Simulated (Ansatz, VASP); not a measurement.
**CoSi2: VASP beside Ansatz**

The input INCAR:

```
SYSTEM = CoSi2
PREC = Accurate
ENCUT = 520
EDIFF = 1E-6
ISMEAR = 0
SIGMA = 0.15
LREAL = .False.
LASPH = .True.
NELM = 60
ALGO = Normal
ISIF = 2
LWAVE = .False.
LCHARG = .False.
GGA = PE
NBANDS = 16
```

File KPOINTS:

```
Automatic mesh
0
Gamma
  12 12 12
  0 0 0
```

POSCAR

```
CoSi2
1.0
    0.0000000000      2.6801763726      2.6801763726
    2.6801763726      0.0000000000      2.6801763726
    2.6801763726      2.6801763726      0.0000000000
Co Si
1 2
Direct
    0.0000000000      0.0000000000      0.0000000000
    0.2805950014      0.2194049986      0.2194049986
    0.7194049986      0.7805950014      0.7805950014
```

Input for Ansatz:

```yaml
crystal:
  lattice:
    - [0.0, 2.6801763726, 2.6801763726]
    - [2.6801763726, 0.0, 2.6801763726]
    - [2.6801763726, 2.6801763726, 0.0]
  atoms:
    - { symbol: Co, position: [0.0, 0.0, 0.0] }
    - { symbol: Si, position: [0.2805950014, 0.2194049986, 0.2194049986] }
    - { symbol: Si, position: [0.7194049986, 0.7805950014, 0.7805950014] }
basis:
  ecutwfc: 520.0
kpoints:
  mp_grid: { grid: [12, 12, 12] }
hamiltonian:
  xc: pbe
  pseudopotentials: { kind: paw, azcp: { folder: soft_1 } }
scf:
  occupations: { method: gaussian, width: 0.15 }
output:
  forces: true
  stress: true
  eigenvalues: true
```

Change from the starting cell: mode 4 frozen in at -0.164 Å and mode 8 at +0.000 Å (largest displacements).

Alike in both runs: task single point; functional PBE; k mesh 12 × 12 × 12; occupations gaussian, width 0.15 eV; no spin polarisation.

|  | VASP | Ansatz |
| --- | --- | --- |
| version | VASP 6.6.1 | Ansatz 0.2.0 |
| potentials or method | VASP PAW PBE potentials, release 64 (Co, Si), cutoff 520 eV | scalar-relativistic, plane waves, PAW |
| valence electrons in the cell | 17 | 25 |

|  | VASP | Ansatz | Ansatz less VASP |
| --- | --- | --- | --- |
| gap on the k mesh at the Fermi level (eV) | none | none | - |
| pressure (GPa) | 4.3 | 4.5 | +0.22 |
| traceless stress, the component that is largest in VASP (GPa) | 11.94 | 11.95 | +0.010 |
| rms of the force components (eV/Å) | 1.037 | 1.039 | +0.0029 |

Atom by atom the forces differ by 0.003 eV/Å (rms over components). A gap of «none» marks a metal or a gap that the smearing closes. VASP's potentials hold 17 valence electrons a cell and Ansatz's 25, so a difference there can come from the potentials and not from the codes.
